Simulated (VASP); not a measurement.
Slab: Te2Mo, a slab with vacuum.

```
Te Mo
1.0
     3.56023    0.00000    0.00000
    -1.78012    3.08325    0.00000
     0.00000    0.00000   17.52406
Te Mo
2 1
Cartesian
  0.0000 2.0555 15.7341
  0.0000 2.0555 1.7900
  0.0000 0.0000 0.0000
```

Base run:

- Program: VASP 6.6.1
- Functional: PBE
- Potentials or basis: VASP PAW PBE potentials, release 64 (Te, Mo_sv)
- Cutoff: 500 eV
- k mesh: 6 × 6 × 1
- Occupations: fermi-dirac, width 0.14 eV
- Spin: no spin polarisation

Its results: band gap on the k mesh 1.05 eV, direct; largest force 0.238 eV/Å.

Task: After a change of settings the same cell gave: band gap on the k mesh 1.70 eV, indirect (least direct gap 1.72 eV); largest force 0.241 eV/Å. Which change was it?
A. k mesh from 6 × 6 × 1 to 4 × 4 × 1; occupations from fermi-dirac, width 0.14 eV to tetrahedron
B. occupations from fermi-dirac, width 0.14 eV to gaussian, width 0.1 eV; hubbard terms from none to Mo d U = 4.9 eV
C. functional from PBE to PBEsol; occupations from fermi-dirac, width 0.14 eV to gaussian, width 0.1 eV
D. occupations from fermi-dirac, width 0.14 eV to gaussian, width 0.01 eV

Result: A.

Caveats: some runs use coarse meshes; spin-orbit coupling is left out, which moves the levels of the heavy elements.
